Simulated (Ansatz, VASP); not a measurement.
# WS2: VASP beside Ansatz

```xyz
6
Lattice="3.1878 0.0000 0.0000 -1.5939 2.7607 0.0000 0.0000 0.0000 14.8713" Properties=species:S:1:pos:R:3 pbc="T T T"
W     0.0000    1.8405    3.7178
W     1.5939    0.9202   11.1535
S     0.0000    1.8405    9.5824
S     1.5939    0.9202    2.1467
S     0.0000    1.8405   12.7246
S     1.5939    0.9202    5.2889
```

Alike in both runs: functional PBE; k mesh 12 × 12 × 2; occupations gaussian, width 0.02 eV; no spin polarisation.

Ansatz relaxed the structure, and its values are those at the end. VASP's run is a single point on that final structure, the one shown.

|  | VASP | Ansatz |
| --- | --- | --- |
| version | VASP 6.6.1 | Ansatz 0.2.0 |
| potentials or method | VASP PAW PBE potentials, release 64 (W_sv, S), cutoff 520 eV | scalar-relativistic, plane waves, PAW |
| valence electrons in the cell | 52 | 52 |

Ansatz gave:

| Property | Result |
| --- | --- |
| gap on the k mesh at the Fermi level (eV) | 1.63 |
| least direct gap on the mesh (eV) | 1.80 |
| pressure (GPa) | 0.0 |

Task: Estimate VASP's values.

Result: gap on the k mesh at the Fermi level (eV): 1.64; least direct gap on the mesh (eV): 1.80; pressure (GPa): 0.0.

Spin-orbit coupling is off throughout.
